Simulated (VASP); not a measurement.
# CuF (P6_3/mmc) in VASP: a series of runs, part 2 of 2

VASP 6.6.1.

**6. Relaxation of cell and atoms, PBEsol**

File INCAR:

```
PREC = Accurate ; ENCUT = 600
EDIFF = 1E-6 ; ISMEAR = -1
SIGMA = 0.02 ; LREAL = F
LASPH = T ; NELM = 100
ALGO = Normal ; ISIF = 3
LWAVE = F ; LCHARG = F
GGA = PS ; IBRION = 2
NSW = 80 ; EDIFFG = -0.005
```

File KPOINTS:

```
Automatic mesh
0
Gamma
  12 12 4
```

File POSCAR:

```
CuF
1.0
    3.2965367194      0.0000000000      0.0000000000
   -1.6482683597      2.8548845435      0.0000000000
    0.0000000000      0.0000000000      5.2008554323
Cu F
2 2
Direct
    0.0000000000      0.0000000000      0.0000000000
    0.0000000000      0.0000000000      0.5000000000
    0.3333333333      0.6666666667      0.2500000000
    0.6666666667      0.3333333333      0.7500000000
```

Potentials or basis: VASP PAW PBE potentials, release 64 (Cu, F).

Launch:

```bash
> cat potpaw_PBE.64/Cu/POTCAR potpaw_PBE.64/F/POTCAR > POTCAR
> mpirun -np 1 vasp_std > vasp.out
```

Wall time 5.4 min (1 thread of Intel Xeon Platinum 8488C (Sapphire Rapids), shared host); peak memory 0.23 GiB.

Results (log left out):

```
Free energy                           : -15.4691 eV
Relaxed volume                        : 11.37 Å³/atom
Relaxed cell                          : a = 3.196 Å, b = 3.196 Å, c = 5.141 Å, α = 90.00°, β = 90.00°, γ = 120.00°
Space group after relaxing (to 0.1 Å) : P6_3/mmc (No. 194)
Energy gained by relaxing             : 17.0 meV/atom
Ionic steps                           : 11
Pressure after relaxing               : 0.0 GPa
Band gap on the k mesh                : zero (bands 18 and 19 overlap by 0.24 eV)
```

Step by step:
```
step  energy change (eV)  largest force (eV/Å)  pressure (GPa)  volume (Å³)
   1              0.0000                0.0000           -5.90        48.95
   2             -0.0671                0.0000           -0.50        45.82
   3             -0.0674                0.0000            0.12        45.61
   4             -0.0674                0.0000           -0.09        45.68
   5             -0.0675                0.0000           -0.13        45.67
   6             -0.0677                0.0000           -0.21        45.65
   7             -0.0680                0.0000           -0.12        45.60
   8             -0.0681                0.0000           -0.12        45.51
   9             -0.0682                0.0000           -0.14        45.55
  10             -0.0678                0.0000            0.71        45.28
  11             -0.0682                0.0000            0.03        45.47
```

Final structure:
```
Cu F
1.0
     3.19585    0.00000    0.00000
    -1.59792    2.76768    0.00000
     0.00000    0.00000    5.14055
Cu F
2 2
Direct
  0.00000 0.00000 0.00000
  0.00000 0.00000 0.50000
  0.33333 0.66667 0.25000
  0.66667 0.33333 0.75000
```

Levels at points of the mesh, in eV from the Fermi level:
```tsv
k point	band 14	band 15	band 16	band 17	band 18	band 19	band 20	band 21	band 22
(0.00, 0.00, 0.00)	-1.05	-0.49	-0.49	-0.20	-0.09	-0.09	3.55	5.75	12.38
(0.50, 0.00, 0.00)	-0.58	-0.52	-0.26	-0.12	0.05	4.02	4.09	6.59	7.60
(0.00, 0.00, 0.50)	-1.01	-0.43	-0.43	-0.43	-0.43	0.55	0.55	10.26	10.26
(0.50, 0.00, 0.50)	-0.66	-0.51	-0.51	-0.36	-0.36	3.86	3.86	6.28	6.28
```

Caveat: semilocal functionals underestimate gaps, and a narrow one can read as zero; the PAW data sets were made with another functional, which shifts forces and pressure a little. With open d or f shells a metallic result of PBEsol can be an artefact of self-interaction; +U or a hybrid may open a gap.

**7. Relaxation of cell and atoms, LDA**

File INCAR:

```
PREC = Accurate ; ENCUT = 600
EDIFF = 1E-6 ; ISMEAR = -1
SIGMA = 0.02 ; LREAL = F
LASPH = T ; NELM = 60
ALGO = Normal ; ISIF = 3
LWAVE = F ; LCHARG = F
GGA = CA ; IBRION = 2
NSW = 80 ; EDIFFG = -0.005
```

File KPOINTS:

```
regular mesh
0
Gamma
  12 12 4
```

POSCAR is that of step 6.

Potentials or basis: VASP PAW LDA potentials, release 64 (Cu, F).

Launch:

```bash
> cat potpaw_LDA.64/Cu/POTCAR potpaw_LDA.64/F/POTCAR > POTCAR
> mpirun -np 1 vasp_std > vasp.out
```

OUTCAR:

```text
PREC = Accurate
   ENCUT = 600
   EDIFF = 1E-6
   ISMEAR = -1
   LREAL = F
   LASPH = T
   NELM = 60
   ISIF = 3
   GGA = CA
   IBRION = 2
   NSW = 80
   EDIFFG = -0.005

 ion  position               nearest neighbor table
   1  0.000  0.000  0.000-   3 2.30   4 2.30   3 2.30   4 2.30   4 2.30   3 2.30   2 2.60   2 2.60

   2  0.000  0.000  0.500-   3 2.30   4 2.30   3 2.30   4 2.30   4 2.30   3 2.30   1 2.60   1 2.60

   3  0.333  0.667  0.250-   1 2.30   2 2.30   1 2.30   2 2.30   1 2.30   2 2.30
   4  0.667  0.333  0.750-   1 2.30   2 2.30   1 2.30   2 2.30   1 2.30   2 2.30

  LATTYP: Found a hexagonal cell.
 ALAT       =     3.2965367194
 C/A-ratio  =     1.5776725318

  Lattice vectors:

 A1 = (   3.2965367194,   0.0000000000,   0.0000000000)
 A2 = (  -1.6482683597,   2.8548845435,   0.0000000000)
 A3 = (   0.0000000000,   0.0000000000,   5.2008554323)

Analysis of symmetry for initial positions (statically):
=====================================================================
 Subroutine PRICEL returns:
 Original cell was already a primitive cell.

 Routine SETGRP: Setting up the symmetry group for a
 hexagonal supercell.

 Subroutine GETGRP returns: Found 24 space group operations
 (whereof 12 operations were pure point group operations)
 out of a pool of 24 trial point group operations.

The static configuration has the point symmetry D_3d.
 The point group associated with its full space group is D_6h.
[... 165 lines left out ...]
  free energy    TOTEN  =       -16.86925902 eV

  energy without entropy =      -16.86427211  energy(sigma->0) =      -16.86676557

 E-fermi :   3.2185     XC(G=0): -11.3247

 val. band max:        3.2033504532   @ k =   0.3333   0.3333   0.5000
 cond. band min:       3.2256477807   @ k =   0.4167   0.0000   0.0000
 fundamental gap:      0.0222973275
 Fermi energy:         3.2184503148

 k-point     1 :       0.0000    0.0000    0.0000
  band No.  band energies     occupation
      1     -20.3490      2.00000
      2     -20.0272      2.00000
      3      -3.9015      2.00000
      4      -2.3180      2.00000
      5      -2.3180      2.00000
      6      -1.6085      2.00000
[... 698 lines left out ...]
  FREE ENERGIE OF THE ION-ELECTRON SYSTEM (eV)
  ---------------------------------------------------
  free  energy   TOTEN  =       -17.0977319325 eV

  energy  without entropy=      -17.0935620089  energy(sigma->0) =      -17.09564697

[... ionic steps 4 to 7 ...]

--------------------------------------- Ionic step        8  -------------------------------------------

 number of electron      35.9999995 magnetization

------------------------ aborting loop because EDIFF is reached ----------------------------------------
[... 71 lines left out ...]
--------------------------------------- Ionic step       10  -------------------------------------------

 number of electron      35.9999996 magnetization

 Free energy of the ion-electron system (eV)
  ---------------------------------------------------
  ext. energy  EPLUGINS =         0.00000000
  ---------------------------------------------------
  free energy    TOTEN  =       -17.09894278 eV

  energy without entropy =      -17.09449583  energy(sigma->0) =      -17.09671930

 E-fermi :   4.7461     XC(G=0): -12.0387

 val. band max:        4.7332012777   @ k =   0.4167   0.1667   0.2500
 cond. band min:       4.7466675987   @ k =   0.3333   0.3333   0.5000
 fundamental gap:      0.0134663210
 Fermi energy:         4.7461278669

 k-point     1 :       0.0000    0.0000    0.0000
  band No.  band energies     occupation
      1     -19.8045      2.00000
      2     -19.3571      2.00000
      3      -3.5442      2.00000
      4      -1.6363      2.00000
      5      -1.6363      2.00000
      6      -0.7720      2.00000
[... 622 lines left out ...]
  FREE ENERGIE OF THE ION-ELECTRON SYSTEM (eV)
  ---------------------------------------------------
  free  energy   TOTEN  =       -17.0989427767 eV

  energy  without entropy=      -17.0944958324  energy(sigma->0) =      -17.09671930

 reached required accuracy - stopping structural energy minimisation
```

Wall time 4.3 min (1 thread of Intel Xeon Platinum 8488C (Sapphire Rapids), shared host); peak memory 0.21 GiB.

What came out:

```
Free energy                           : -17.0989 eV
Relaxed volume                        : 10.76 Å³/atom
Relaxed cell                          : a = 3.140 Å, b = 3.140 Å, c = 5.042 Å, α = 90.00°, β = 90.00°, γ = 120.00°
Space group after relaxing (to 0.1 Å) : P6_3/mmc (No. 194)
Energy gained by relaxing             : 57.4 meV/atom
Ionic steps                           : 10
Pressure after relaxing               : 0.0 GPa
Band gap on the k mesh                : zero (bands 18 and 19 overlap by 0.26 eV)
```

Step by step:
| step | energy change (eV) | largest force (eV/Å) | pressure (GPa) | volume (Å³) |
| --- | --- | --- | --- | --- |
| 1 | 0.0000 | 0.0000 | -11.11 | 48.95 |
| 2 | -0.2285 | 0.0000 | -0.01 | 43.18 |
| 3 | -0.2285 | 0.0000 | 0.01 | 43.18 |
| 4 | -0.2284 | 0.0000 | -0.36 | 43.29 |
| 5 | -0.2286 | 0.0000 | -0.37 | 43.28 |
| 6 | -0.2290 | 0.0000 | -0.34 | 43.24 |
| 7 | -0.2296 | 0.0000 | -0.13 | 43.16 |
| 8 | -0.2297 | 0.0000 | -0.22 | 43.12 |
| 9 | -0.2291 | 0.0000 | 0.94 | 42.82 |
| 10 | -0.2297 | 0.0000 | -0.04 | 43.04 |

Final structure:
```
Cu F
1.0
     3.13956    0.00000    0.00000
    -1.56978    2.71894    0.00000
     0.00000    0.00000    5.04249
Cu F
2 2
Direct
  0.00000 0.00000 0.00000
  0.00000 0.00000 0.50000
  0.33333 0.66667 0.25000
  0.66667 0.33333 0.75000
```

Levels at points of the mesh, in eV from the Fermi level:
```csv
k point,band 14,band 15,band 16,band 17,band 18,band 19,band 20,band 21,band 22
"(0.00, 0.00, 0.00)",-1.18,-0.56,-0.56,-0.22,-0.09,-0.09,3.60,6.06,12.59
"(0.50, 0.00, 0.00)",-0.66,-0.58,-0.30,-0.12,0.06,4.09,4.34,6.85,7.82
"(0.00, 0.00, 0.50)",-1.13,-0.48,-0.48,-0.48,-0.48,0.66,0.66,10.52,10.52
"(0.50, 0.00, 0.50)",-0.74,-0.55,-0.55,-0.41,-0.41,4.00,4.00,6.47,6.47
```

Caveat: semilocal functionals underestimate gaps, and a narrow one can read as zero.

**8. The runs side by side**

```tsv
task	level	potentials or basis	cell	k mesh	cutoff (eV)	gap on the mesh (eV)	pressure (GPa)	relaxed volume (Å³/atom)
single point	PBE	VASP PAW PBE potentials, release 64 (Cu, F)	a = 3.297, b = 3.297, c = 5.201 Å, angles 90.0, 90.0, 120.0°, 4 atoms	12 × 12 × 6	520	none	-0.1	-
single point	r2SCAN	VASP PAW PBE potentials, release 64 (Cu, F)	a = 2.763, b = 2.763, c = 6.402 Å, angles 90.0, 90.0, 120.0°, 4 atoms	12 × 12 × 4	520	none	0.1	-
relaxation of cell and atoms	PBE	VASP PAW PBE potentials, release 64 (Cu, F)	relaxed from a = 2.569, b = 2.569, c = 4.187 Å, angles 90.0, 90.0, 120.0°, 4 atoms	12 × 12 × 6	600	none	0.0	11.10
relaxation of cell and atoms	PBEsol	VASP PAW PBE potentials, release 64 (Cu, F)	relaxed from a = 3.297, b = 3.297, c = 5.201 Å, angles 90.0, 90.0, 120.0°, 4 atoms	12 × 12 × 4	600	none	0.0	11.37
relaxation of cell and atoms	LDA	VASP PAW LDA potentials, release 64 (Cu, F)	relaxed from a = 3.297, b = 3.297, c = 5.201 Å, angles 90.0, 90.0, 120.0°, 4 atoms	12 × 12 × 4	600	none	0.0	10.76
```

Alike in all rows: no spin polarisation; smearing fermi-dirac 0.02 eV.

Caveats: semilocal functionals underestimate gaps, and a narrow one can read as zero; the PAW data sets were made with another functional, which shifts forces and pressure a little (at least some runs); the volume moved by over 15 % at a fixed basis, so the end points are rough (at least some runs).

Absolute energies hang on the potentials; compare differences alone.

The gap in the log of VASP goes by the Fermi energy; the results here count the filled bands.